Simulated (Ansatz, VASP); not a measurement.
**Two plane-wave programs on Al**

Contents of INCAR:

```
ALGO = Fast
EDIFF = 1E-6
EDIFFG = -0.01
ENCUT = 600
GGA = PE
IBRION = 2
ISIF = 3
ISMEAR = 0
LASPH = T
LCHARG = F
LREAL = F
LWAVE = F
NELM = 80
NSW = 100
PREC = Accurate
SIGMA = 0.1
```

Contents of KPOINTS:

```
k-points
0
Gamma
  24 24 24
```

File POSCAR:

```
Al
1.0
    0.0000000000      2.2605472920      2.4924591098
    1.5130620678      0.0000000000      2.4924591098
    1.5130620678      2.2605472920      0.0000000000
Al
1
Direct
    0.0000000000      0.0000000000      0.0000000000
```

Input for Ansatz:

```yaml
crystal:
  lattice:
    - [0.0, 2.260547292, 2.4924591098]
    - [1.5130620678, 0.0, 2.4924591098]
    - [1.5130620678, 2.260547292, 0.0]
  atoms:
    - { symbol: Al, position: [0.0, 0.0, 0.0] }
basis:
  ecutwfc: 420
kpoints:
  mp_grid: { grid: [24, 24, 24] }
hamiltonian:
  xc: pbe
scf:
  occupations: { method: gaussian, width: 0.1 }
output:
  forces: true
  stress: true
  eigenvalues: true
  write_density: true
  write_potential: true
  elf: true
  volumetric_format: npy
relax:
  adjacent_minimum: "off"
  f_tol: 0.01
  max_steps: 80
  cell: { stress_tol: 0.05 }
```

Alike in both runs: task relaxation of cell and atoms; functional PBE; k mesh 24 × 24 × 24; occupations gaussian, width 0.1 eV; no spin polarisation.

```csv
,VASP,Ansatz
version,VASP 6.6.1,Ansatz 0.2.0
potentials or method,"VASP PAW PBE potentials, release 64 (Al), cutoff 600 eV","scalar-relativistic, plane waves, PAW"
valence electrons in the cell,3,3
```

|  | VASP | Ansatz | Ansatz less VASP |
| --- | --- | --- | --- |
| gap on the k mesh at the Fermi level, each at its own relaxed structure (eV) | none | none | - |
| relaxed volume (Å³/atom) | 17.00 | 17.01 | +0.009 |
| relaxed cell length with the largest relative difference (Å) | 3.473 | 3.474 | +0.0007 |

A gap of «none» marks a metal or a gap that the smearing closes.
